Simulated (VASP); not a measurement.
Crystal: Mg5O.

```xyz
6
Lattice="3.1500 0.0000 0.0000 -1.5750 2.7280 0.0000 0.0000 0.0000 12.0000" Properties=species:S:1:pos:R:3 pbc="T T T"
Mg    0.0000    0.0000    0.0000
Mg    0.0000    1.8187    2.8200
Mg    1.5750    0.9093    9.7200
Mg    0.0000    0.0000    5.1600
Mg    0.0000    1.8187    7.4400
O     0.0000    1.8187    0.7800
```

* Program: VASP 6.6.1
* Task: relaxation of cell and atoms
* Functional: PBE
* Potentials or basis: VASP PAW PBE potentials, release 64 (Mg, O)
* Cutoff: 600 eV
* k mesh: 6 × 6 × 2
* Occupations: gaussian, width 0.2 eV
* Spin: no spin polarisation

At the start: pressure 7.5 GPa; volume 17.19 Å³/atom.

Where does the relaxation end?

Over 11 steps the energy falls by 112.1 meV/atom and the volume is 19.95 Å³/atom (+16.1 %); space group P3m1 (No. 156, to 0.05 Å).

Step by step:
| step | energy change (eV) | largest force (eV/Å) | pressure (GPa) | volume (Å³) |
| --- | --- | --- | --- | --- |
| 1 | 0.0000 | 1.3639 | 7.50 | 103.12 |
| 2 | -0.4504 | 1.1235 | 0.44 | 115.59 |
| 3 | -0.4840 | 1.0945 | -1.55 | 120.87 |
| 4 | -0.5873 | 0.5773 | -0.63 | 119.84 |
| 5 | -0.6240 | 0.2624 | 0.44 | 118.85 |
| 6 | -0.6400 | 0.1985 | 0.06 | 119.81 |
| 7 | -0.6424 | 0.2137 | -0.13 | 120.35 |
| 8 | -0.6510 | 0.1521 | -0.15 | 120.34 |
| 9 | -0.6664 | 0.1830 | -0.15 | 120.31 |
| 10 | -0.6677 | 0.2354 | -0.13 | 120.30 |
| 11 | -0.6725 | 0.0443 | 0.07 | 119.68 |

Final structure:
```xyz
6
Lattice="3.2321 0.0000 0.0000 -1.6160 2.7990 0.0000 0.0000 0.0000 13.2295" Properties=species:S:1:pos:R:3 pbc="T T T"
Mg   -1.6160    2.7990    0.3266
Mg    0.0000    1.8660    3.0096
Mg    1.6160    0.9330   10.6967
Mg    0.0000    0.0000    5.5131
Mg    0.0000    1.8660    8.0235
O     0.0000    1.8660    1.0062
```

Caveat: the k points lie up to 0.37 Å⁻¹ apart in the final cell; the volume moved by over 15 % at a fixed basis, so the end points are rough; the relaxation stopped at a loose force limit of 0.08 eV/Å, so its end isn't a converged minimum.
